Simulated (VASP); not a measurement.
Set up this calculation in VASP 6.6.1, as the native input.

```
Task                   : single point
Functional             : LDA
Potentials or basis    : VASP PAW LDA potentials, release 64 (Cr_pv)
Cutoff                 : 520 eV
k mesh                 : 9 × 9 × 5
Occupations            : fermi-dirac, width 0.025 eV
Spin                   : collinear spin, ferromagnetic start
Starting moments       : [3.0, 3.0] μB
Dipole correction      : no
Further INCAR settings : ALGO = Normal; EDIFF = 1e-07; NBANDS = 23
```

The structure of Cr lies in POSCAR:

```
Cr
1.0
    2.7140000000      0.0000000000      0.0000000000
   -1.3570000000      2.3503929459      0.0000000000
    0.0000000000      0.0000000000      4.4100000000
Cr
2
Direct
    0.3333333333      0.6666666667      0.2500000000
    0.6666666667      0.3333333333      0.7500000000
```

This isn't the form of Cr at room conditions, which is bcc.

These files were run (other wordings do the same):

INCAR

```
SYSTEM = Cr
PREC = Accurate ; ENCUT = 520
EDIFF = 1E-7 ; ISMEAR = -1
SIGMA = 0.025 ; LREAL = .False.
LASPH = .True. ; NELM = 150
ALGO = Normal ; ISIF = 2
LWAVE = .False. ; LCHARG = .False.
ISPIN = 2 ; MAGMOM = 3 3
LORBIT = 11 ; LMAXMIX = 4
GGA = CA ; NBANDS = 23
```

KPOINTS

```
Automatic mesh
0
Gamma
  9 9 5
  0 0 0
```

Potentials or basis: VASP PAW LDA potentials, release 64 (Cr_pv).

Run with:

```console
$ cat potpaw_LDA.64/Cr_pv/POTCAR > POTCAR
$ mpirun -np 1 vasp_std > vasp.out
```

It gave:

- Pressure: -38.9 GPa
- Net moment: 0.73 μB per cell
- Site moments: Cr +0.33 μB
- Valence electrons inside the program's atomic spheres: Cr 10.73

Caveat: the cell stands under tension; an empty level that is flat over the whole mesh can mark a ghost state of the potentials, or a narrow d or f band.

It took 21 s on 1 thread of Intel(R) Xeon(R) 6975P-C (Granite Rapids) (shared host), peak memory 0.15 GiB.
